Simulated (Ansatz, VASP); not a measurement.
Al2Cu: VASP beside Ansatz

```
Al Cu
1.0
     4.21730    0.00000    0.00000
     0.00000    4.21730    0.00000
     0.00000    0.00000    2.80780
Al Cu
2 1
Direct
  0.50000 0.00000 0.50000
  0.00000 0.50000 0.50000
  0.00000 0.00000 0.00000
```

Alike in both runs: task single point; functional PBE; k mesh 10 × 10 × 14; occupations gaussian, width 0.15 eV; no spin polarisation.

|  | VASP | Ansatz |
| --- | --- | --- |
| version | VASP 6.6.1 | Ansatz 0.2.0 |
| potentials or method | VASP PAW PBE potentials, release 64 (Al, Cu), cutoff 520 eV | scalar-relativistic, plane waves, PAW |
| valence electrons in the cell | 17 | 25 |

|  | VASP | Ansatz | Ansatz less VASP |
| --- | --- | --- | --- |
| gap on the k mesh at the Fermi level (eV) | none | none | - |
| pressure (GPa) | -1.1 | -1.3 | -0.15 |
| traceless stress, the component that is largest in VASP (GPa) | 1.84 | 1.90 | +0.059 |

A gap of «none» marks a metal or a gap that the smearing closes. The functional is the same, so the differences come from potentials, cutoffs and numerics. VASP's potentials hold 17 valence electrons a cell and Ansatz's 25, so a difference there can come from the potentials and not from the codes.
